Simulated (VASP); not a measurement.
# SiO2 (P4_2/mnm) in VASP: a series of runs

The runs below take SiO2 through single point, with LDA, PBEsol, PBE.

All numbers are computed with VASP 6.6.1; they aren't measurements. Logs are shortened: lines on timing, memory, paths and dates and some standing lists are left out, and cuts for length are marked.

### 1 The cell of the first run

Symmetry: P4_2/mnm, No. 136, tetragonal system. Conventional cell: a = 4.155 Å, b = 4.155 Å, c = 2.661 Å, α = 90.00°, β = 90.00°, γ = 90.00°. Within 2.3 Å of Si (site symmetry mmm) lie 6 O at 1.75 to 1.80 Å. Within 2.3 Å of O (site symmetry m2m) lie 3 Si at 1.75 to 1.80 Å and 1 O at 2.28 Å.

### 2 Single point, LDA

INCAR reads:

```
PREC     = Accurate       # precision mode
ENCUT    = 520            # plane-wave cutoff, eV
EDIFF    = 1E-6           # SCF threshold, eV
ISMEAR   = -1             # smearing method
SIGMA    = 0.02           # smearing width, eV
LREAL    = False          # projectors in reciprocal space
LASPH    = True           # aspherical terms in the spheres
NELM     = 100            # most SCF steps
ALGO     = Normal         # electronic algorithm
ISIF     = 2              # what is computed and relaxed
LWAVE    = False          # write WAVECAR
LCHARG   = True           # write CHGCAR
LELF     = True           # ELF
LVHAR    = True         
NBANDS   = 25             # bands
```

KPOINTS reads:

```
regular mesh
0
Gamma
  6 6 8
```

POSCAR reads:

```
SiO2
1.0
    4.1550134125      0.0000000000      0.0000000000
    0.0000000000      4.1550134125      0.0000000000
    0.0000000000      0.0000000000      2.6614446381
Si O
2 4
Direct
    0.0000000000      0.0000000000      0.0000000000
    0.5000000000      0.5000000000      0.5000000000
    0.3055821510      0.3055821510      0.0000000000
    0.1944178490      0.8055821510      0.5000000000
    0.8055821510      0.1944178490      0.5000000000
    0.6944178490      0.6944178490      0.0000000000
```

Potentials or basis: VASP PAW LDA potentials, release 64 (Si, O).

On the command line:

```sh
$ cat potpaw_LDA.64/Si/POTCAR potpaw_LDA.64/O/POTCAR > POTCAR
$ mpirun -np 1 vasp_std > vasp.out
```

OUTCAR:

```text
PREC = Accurate
   ENCUT = 520
   EDIFF = 1E-6
   ISMEAR = -1
   LREAL = False
   LASPH = True
   NELM = 100
   ISIF = 2

 ion  position               nearest neighbor table
   1  0.000  0.000  0.000-   4 1.75   5 1.75   4 1.75   5 1.75   3 1.80   6 1.80
   2  0.500  0.500  0.500-   3 1.75   6 1.75   3 1.75   6 1.75   5 1.80   4 1.80
   3  0.306  0.306  0.000-   2 1.75   2 1.75   1 1.80
   4  0.194  0.806  0.500-   1 1.75   1 1.75   2 1.80
   5  0.806  0.194  0.500-   1 1.75   1 1.75   2 1.80
   6  0.694  0.694  0.000-   2 1.75   2 1.75   1 1.80

  LATTYP: Found a simple tetragonal cell.
 ALAT       =     4.1550134125
 C/A-ratio  =     0.6405381581

  Lattice vectors:

 A1 = (   4.1550134125,   0.0000000000,   0.0000000000)
 A2 = (   0.0000000000,   4.1550134125,   0.0000000000)
 A3 = (   0.0000000000,   0.0000000000,   2.6614446381)

Analysis of symmetry for initial positions (statically):
=====================================================================
 Subroutine PRICEL returns:
 Original cell was already a primitive cell.

 Routine SETGRP: Setting up the symmetry group for a
 simple tetragonal supercell.

 Subroutine GETGRP returns: Found 16 space group operations
 (whereof  8 operations were pure point group operations)
 out of a pool of 16 trial point group operations.

The static configuration has the point symmetry D_2h.
 The point group associated with its full space group is D_4h.

Analysis of symmetry for dynamics (positions and initial velocities):
=====================================================================
 Subroutine PRICEL returns:
 Original cell was already a primitive cell.

 Routine SETGRP: Setting up the symmetry group for a
 simple tetragonal supercell.

 Subroutine GETGRP returns: Found 16 space group operations
 (whereof  8 operations were pure point group operations)
 out of a pool of 16 trial point group operations.

The dynamic configuration has the point symmetry D_2h.
 The point group associated with its full space group is D_4h.

 Subroutine INISYM returns: Found 16 space group operations
 (whereof  8 operations are pure point group operations),
 and found     1 'primitive' translations

----------------------------------------------------------------------------------------

                                     Primitive cell

  volume of cell :      45.9475

[... 97 lines left out ...]
   LREAL  =      F    real-space projection
   EDIFFG = 0.1E-04   stopping-criterion for IOM
   NSW    =      0    number of steps for IOM
   IBRION =     -1    ionic relax: 0-MD 1-quasi-New 2-CG
   NFREE  =      0    steps in history (QN), initial steepest desc. (CG)
   ISIF   =      2    stress and relaxation
   ISYM   =      2    0-nonsym 1-usesym 2-fastsym
   POTIM  = 0.5000    time-step for ionic-motion
   TEBEG  =    0.0;   TEEND  =   0.0 temperature during run
   PSTRESS=    0.0 pullay stress
   NELECT =      32.0000    total number of electrons
   NUPDOWN=      -1.0000    fix difference up-down
   EMIN   =  10.00;   EMAX   =-10.00  energy-range for DOS
   EFERMI =   0.00;   METHOD = LEGACY
   ISMEAR =    -1;   SIGMA  =   0.02  broadening in eV -4-tet -1-fermi 0-gaus
   EFERMI_NEDOS =   21; number of points for ismear=-14 and -15
   IALGO  =     38    algorithm
   IMIX   =      4    mixing-type and parameters
     AMIX     =   0.40;   BMIX     =  1.00
     AMIX_MAG =   1.60;   BMIX_MAG =  1.00
  volume/ion in A,a.u.               =       7.66        51.68
  Fermi-wavevector in a.u.,A,eV,Ry     =   1.451122  2.742224 28.650554  2.105756
  Thomas-Fermi vector in A             =   2.568656
   LORBIT       =      0    0 simple, 1 ext, 2 COOP (PROOUT), +10 PAW based schemes
   GGA     = CA    functional components
   LHFCALC =     F    Hartree Fock is set to
   AEXX    =    0.0000 exact exchange contribution
   IVDW    =     0    specifies the selected vdW correction
   LEPSILON=     F    determine dielectric tensor
   LRPA    =     F    only Hartree local field effects (RPA)
 non-spin polarized calculation
  energy-cutoff  :      520.00
  volume of cell :       45.95
 maximum number of plane-waves:      1266
 NGX is ok and might be reduce to    32
   NGX = 15   NGY = 15   NGZ =  9

 number of electron      31.9999969 magnetization

 Free energy of the ion-electron system (eV)
  ---------------------------------------------------
  ext. energy  EPLUGINS =         0.00000000
  ---------------------------------------------------
  free energy    TOTEN  =       -51.96953429 eV

  energy without entropy =      -51.96953429  energy(sigma->0) =      -51.96953429

 E-fermi :   8.7556     XC(G=0): -12.8027

 val. band max:        8.2971537897   @ k =   0.0000   0.0000   0.0000
 cond. band min:      14.1144812035   @ k =   0.0000   0.0000   0.0000
 fundamental gap:      5.8173274138
 Fermi energy:         8.7555665937

 k-point     1 :       0.0000    0.0000    0.0000
  band No.  band energies     occupation
      1     -14.2642      2.00000
      2     -10.4445      2.00000
      3     -10.4445      2.00000
      4     -10.1783      2.00000
      5      -2.7300      2.00000
      6       1.7004      2.00000
[... 661 lines left out ...]
     24      20.9813      0.00000
     25      21.7993      0.00000

 [... further k-points ...]

------------------------ aborting loop because EDIFF is reached ----------------------------------------

  FORCE on cell =-STRESS in cart. coord.  units (eV):
  Direction    XX          YY          ZZ          XY          YZ          ZX
  --------------------------------------------------------------------------------------
  -------------------------------------------------------------------------------------
  Total        0.2183013      0.2183013      0.4874747     -0.0000000      0.0000000      0.0000000
  in kB        7.6121034      7.6121034     16.9980995     -0.0000000      0.0000000      0.0000000
  external PRESSURE =      10.7407688 kB  Pullay stress =       0.0000000 kB

 VOLUME and BASIS-vectors are now :
 -----------------------------------------------------------------------------
  energy-cutoff  :      520.00
  volume of cell :       45.95
      direct lattice vectors                 reciprocal lattice vectors
     4.155013412  0.000000000  0.000000000     0.240673110  0.000000000  0.000000000
     0.000000000  4.155013412  0.000000000     0.000000000  0.240673110  0.000000000
     0.000000000  0.000000000  2.661444638     0.000000000  0.000000000  0.375735789

 POSITION                                       TOTAL-FORCE (eV/Angst)
 -----------------------------------------------------------------------------------
      0.00000      0.00000      0.00000         0.000000      0.000000     -0.000000
      2.07751      2.07751      1.33072         0.000000      0.000000     -0.000000
      1.26970      1.26970      0.00000        -0.025406     -0.025406     -0.000000
      0.80781      3.34720      1.33072         0.025406     -0.025406     -0.000000
      3.34720      0.80781      1.33072        -0.025406      0.025406      0.000000
      2.88532      2.88532      0.00000         0.025406      0.025406      0.000000
 -----------------------------------------------------------------------------------
    total drift:                                0.000000     -0.000000      0.000000

  FREE ENERGIE OF THE ION-ELECTRON SYSTEM (eV)
  ---------------------------------------------------
  free  energy   TOTEN  =       -51.9695342874 eV

  energy  without entropy=      -51.9695342874  energy(sigma->0) =      -51.96953429
```

OSZICAR:

```text
N       E                     dE             d eps       ncg     rms          rms(c)
DAV:   1     0.124300170251E+03    0.12430E+03   -0.17680E+04  2532   0.124E+03
DAV:   2    -0.505079680410E+02   -0.17481E+03   -0.16783E+03  3196   0.278E+02
DAV:   3    -0.568598492600E+02   -0.63519E+01   -0.63272E+01  3316   0.502E+01
DAV:   4    -0.568994301647E+02   -0.39581E-01   -0.39570E-01  2945   0.464E+00
DAV:   5    -0.568997537109E+02   -0.32355E-03   -0.32350E-03  3343   0.397E-01    0.181E+01
DAV:   6    -0.520465476033E+02    0.48532E+01   -0.13499E+01  3179   0.245E+01    0.869E+00
DAV:   7    -0.520056723813E+02    0.40875E-01   -0.79644E-01  3083   0.503E+00    0.305E+00
DAV:   8    -0.519752348744E+02    0.30438E-01   -0.31767E-02  3106   0.148E+00    0.105E+00
DAV:   9    -0.519695387160E+02    0.56962E-02   -0.57152E-03  3210   0.574E-01    0.206E-01
DAV:  10    -0.519695330219E+02    0.56942E-05   -0.20571E-04  3154   0.105E-01    0.705E-02
DAV:  11    -0.519695343336E+02   -0.13117E-05   -0.19024E-05  3211   0.305E-02    0.195E-02
DAV:  12    -0.519695342874E+02    0.46156E-07   -0.94077E-07  2231   0.773E-03
   1 F= -.51969534E+02 E0= -.51969534E+02  d E =-.369163E-12
```

stdout:

```text
POSCAR found type information on POSCAR SiO
 POSCAR found :  2 types and       6 ions
 scaLAPACK will be used
 LDA part: xc-table for (Slater(with rela. corr.)+CA(PZ))
 , standard interpolation
 POSCAR, INCAR and KPOINTS ok, starting setup
 FFT: planning ... GRIDC
 FFT: planning ... GRID_SOFT
 FFT: planning ... GRID
 WAVECAR not read
 entering main loop
```

Wall time 44 s (1 thread of Intel Xeon Platinum 8259CL at 2.50GHz (Skylake/Cascade Lake), shared host); peak memory 0.16 GiB.

Results:

```
Free energy            : -51.9695 eV
Pressure               : 1.1 GPa
Largest force          : 0.036 eV/Å
Band gap on the k mesh : 5.82 eV, direct
```

Forces in eV/Å, atoms in the order of the input:
```
Si   0.000  0.000  0.000
Si   0.000  0.000  0.000
O   -0.025 -0.025  0.000
O    0.025 -0.025  0.000
O   -0.025  0.025  0.000
O    0.025  0.025  0.000
```

Stress tensor (GPa, compression positive):
```
0.76 0.00 0.00
0.00 0.76 0.00
0.00 0.00 1.70
```

(Part 1 of 2 ends here.)
